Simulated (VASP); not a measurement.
Wanted: the native input for a VASP 6.6.1 run.

| Quantity | Value |
| --- | --- |
| Task | single point |
| Functional | PBE |
| Dispersion | D3(BJ) |
| Potentials or basis | VASP PAW PBE potentials, release 64 (Cd, I) |
| Cutoff | 500 eV |
| k mesh | 9 × 9 × 4 |
| Occupations | gaussian, width 0.05 eV |
| Spin | no spin polarisation |
| Dipole correction | no |
| Further INCAR settings | ALGO = Normal; EDIFF = 1e-06; NBANDS = 20 |

The structure of CdI2 lies in POSCAR:

```
CdI2
1.0
    4.4561991755      0.0000000000      0.0000000000
   -2.2280995877      3.8591816903      0.0000000000
    0.0000000000      0.0000000000      6.8590000000
Cd I
1 2
Direct
    0.0000000000      0.0000000000      0.0000000000
    0.3333333333      0.6666666667      0.2492000000
    0.6666666667      0.3333333333      0.7508000000
```

This cell differs from its parent crystal: strain +0.050 along x and y, +0.000 along z.

These files were run (other wordings do the same):

INCAR

```
SYSTEM = CdI2
PREC = Accurate ; ENCUT = 500
EDIFF = 1E-6 ; ISMEAR = 0
SIGMA = 0.05 ; LREAL = .False.
LASPH = .True. ; NELM = 120
ALGO = Normal ; ISIF = 2
LWAVE = .False. ; LCHARG = .True.
GGA = PE ; IVDW = 12
LELF = .True. ; LVHAR = .True.
NBANDS = 20 ; GGA_COMPAT = .False.
```

KPOINTS

```
regular mesh
0
Gamma
  9 9 4
  0 0 0
```

Potentials or basis: VASP PAW PBE potentials, release 64 (Cd, I).

The run is started by

```bash
$ cat potpaw_PBE.64/Cd/POTCAR potpaw_PBE.64/I/POTCAR > POTCAR
$ mpirun -np 1 vasp_std > vasp.out
```

It gave:

```
Pressure                   : -2.4 GPa
Largest force              : 0.238 eV/Å
Band gap on the k mesh     : 1.99 eV
Dispersion energy per atom : -0.299 eV
```

Caveat: the cell differs from its parent crystal (strain +0.050 along x and y, +0.000 along z); spin-orbit coupling is left out, which moves the levels of the heavy elements; an odd mesh through Γ misses points on the zone boundary, where band edges can lie.

Wall time 29 s on 1 thread of Intel(R) Xeon(R) 6975P-C (Granite Rapids), with other jobs on the host, peak memory 0.27 GiB.
